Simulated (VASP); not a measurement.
Write the native input for VASP 6.6.1 that does the following.

* Task: relaxation of cell and atoms
* Functional: PBE
* Potentials or basis: VASP PAW PBE potentials, release 64 (Ta_pv, Si)
* Cutoff: 600 eV
* k mesh: 6 × 6 × 6
* Occupations: gaussian, width 0.1 eV
* Spin: no spin polarisation
* Dipole correction: no
* Further INCAR settings: ALGO = Fast; EDIFF = 1e-07; IBRION = 2; EDIFFG = -0.01; NSW = 100; ISIF = 3

The structure of TaSi2 lies in POSCAR:

```
TaSi2
1.0
    4.8043645057      0.0000000000      0.0000000000
   -2.4021822529      4.1607017110      0.0000000000
    0.0000000000      0.0000000000      6.6079302312
Ta Si
3 6
Direct
    0.5000000000      0.0000000000      0.5000000000
    0.5000000000      0.5000000000      0.8333333333
    0.0000000000      0.5000000000      0.1666666667
    0.1592894669      0.3185789338      0.5000000000
    0.8407105331      0.1592894669      0.8333333333
    0.6814210662      0.8407105331      0.1666666667
    0.8407105331      0.6814210662      0.5000000000
    0.1592894669      0.8407105331      0.8333333333
    0.3185789338      0.1592894669      0.1666666667
```

These files were run (other wordings do the same):

INCAR

```
PREC = Accurate
ENCUT = 600
EDIFF = 1E-7
ISMEAR = 0
SIGMA = 0.1
LREAL = F
LASPH = T
NELM = 80
ALGO = Fast
ISIF = 3
LWAVE = F
LCHARG = F
GGA = PE
IBRION = 2
NSW = 100
EDIFFG = -0.01
```

KPOINTS

```
regular mesh
0
Gamma
  6 6 6
```

Potentials or basis: VASP PAW PBE potentials, release 64 (Ta_pv, Si).

Command:

```bash
$ cat potpaw_PBE.64/Ta_pv/POTCAR potpaw_PBE.64/Si/POTCAR > POTCAR
$ mpirun -np 1 vasp_std > vasp.out
```

It gave:

The energy gained by relaxing is 0.1 meV/atom and the ionic steps are 5. The pressure after relaxing is 0.0 GPa. The largest force after relaxing is 0.008 eV/Å and the band gap on the k mesh is zero (an odd number of electrons rules out a gap without spin polarisation).

Caveat: spin-orbit coupling is left out, which moves the levels of the heavy elements.

Wall time 15 min on 1 thread of Oxide Virtual Turin-like Processor, on a shared host, peak memory 0.34 GiB.
